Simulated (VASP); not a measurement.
Se:

```
Se
1.0
     2.53940   -4.30381    0.00000
     2.53940    4.30381    0.00000
     0.00000    0.00000    5.08556
Se
4
Direct
  0.15250 0.84750 0.07850
  0.65250 0.34750 0.42150
  0.84750 0.15250 0.92150
  0.34750 0.65250 0.57850
```

```yaml
Program: VASP 6.6.1
Task: relaxation of cell and atoms
Functional: PBE
Potentials_or_basis: VASP PAW PBE potentials, release 64 (Se)
Cutoff: 600 eV
k_mesh: 4 × 4 × 4
Occupations: gaussian, width 0.1 eV
Spin: no spin polarisation
```

At the start: pressure -5.2 GPa; volume 27.79 Å³/atom.

Where does the relaxation end?

Over 43 steps the energy falls by 374.2 meV/atom and the volume is 28.13 Å³/atom (+1.2 %); space group Cmce (No. 64, to 0.1 Å) before and after.

Step by step:
```csv
step,energy change (eV),largest force (eV/Å),pressure (GPa),volume (Å³)
1,0.0000,0.8637,-5.18,111.16
3,-0.4810,0.7806,2.49,95.82
5,0.3888,6.5285,18.87,100.44
7,-0.6967,1.5251,9.43,99.06
9,-0.9366,0.2173,4.17,102.71
11,-1.1635,0.5559,0.79,120.29
13,-1.1966,0.2346,-0.93,121.98
15,-1.2929,0.1839,-0.31,118.13
17,-1.3330,0.1652,0.69,113.81
19,-1.4162,0.5974,1.37,116.92
21,-1.4393,0.1517,-0.22,119.60
23,-1.4411,0.1493,-0.18,119.35
25,-1.4536,0.0499,-0.13,117.68
27,-1.4652,0.0375,0.14,115.09
29,-1.4636,0.5647,1.62,111.63
31,-1.4750,0.2606,0.80,113.38
33,-1.4872,0.1893,0.32,113.07
35,-1.4890,0.1593,0.08,112.85
37,-1.4919,0.0948,-0.36,113.08
39,-1.4948,0.0493,0.04,111.83
41,-1.4960,0.0673,0.19,111.91
43,-1.4969,0.0197,-0.13,112.52
```

Final structure:
```cif
data_structure
_symmetry_space_group_name_H-M 'P 1'
_symmetry_Int_Tables_number 1
_cell_length_a 4.2225
_cell_length_b 4.2225
_cell_length_c 7.0446
_cell_angle_alpha 90.000
_cell_angle_beta 90.000
_cell_angle_gamma 116.388
_cell_volume 112.52
loop_
_atom_site_label
_atom_site_type_symbol
_atom_site_fract_x
_atom_site_fract_y
_atom_site_fract_z
_atom_site_occupancy
Se1 Se 0.12432 0.87568 0.09877 1
Se2 Se 0.62432 0.37568 0.40123 1
Se3 Se 0.87568 0.12432 0.90123 1
Se4 Se 0.37568 0.62432 0.59877 1
```

Caveat: a cell axis changed by over 15 % at a fixed basis, so the end point is rough; this functional lacks dispersion, which holds the molecules together, so the pressure and a relaxed volume are unreliable.
